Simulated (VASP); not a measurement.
The system is AlRu.

```
CELL_PARAMETERS angstrom
2.99160 0.00000 0.00000
0.00000 2.99160 0.00000
0.00000 0.00000 2.99160
ATOMIC_POSITIONS crystal
Al 0.00000 0.00000 0.00000
Ru 0.50000 0.50000 0.50000
```

Base run:

- Program: VASP 6.6.1
- Functional: r2SCAN
- Potentials or basis: VASP PAW PBE potentials, release 64 (Al, Ru_pv)
- Cutoff: 550 eV
- k mesh: 9 × 9 × 9
- Occupations: fermi-dirac, width 0.1 eV
- Spin: no spin polarisation

Its results: band gap on the k mesh zero (an odd number of electrons rules out a gap without spin polarisation); pressure -1.7 GPa.

Problem. After a change of settings the same cell gave: band gap on the k mesh zero (an odd number of electrons rules out a gap without spin polarisation); pressure 2.7 GPa. Which change was it?
A. functional from r2SCAN to revPBE; cutoff from 550 eV to 500 eV
B. functional from r2SCAN to LDA; potentials or basis from VASP PAW PBE potentials, release 64 (Al, Ru_pv) to VASP PAW LDA potentials, release 64 (Al, Ru_pv); cutoff from 550 eV to 500 eV
C. functional from r2SCAN to PBE; cutoff from 550 eV to 500 eV
D. functional from r2SCAN to PBEsol; cutoff from 550 eV to 500 eV

Solution. C.

Caveats: the PAW data sets were made with another functional, which shifts forces and pressure a little (at least some runs).
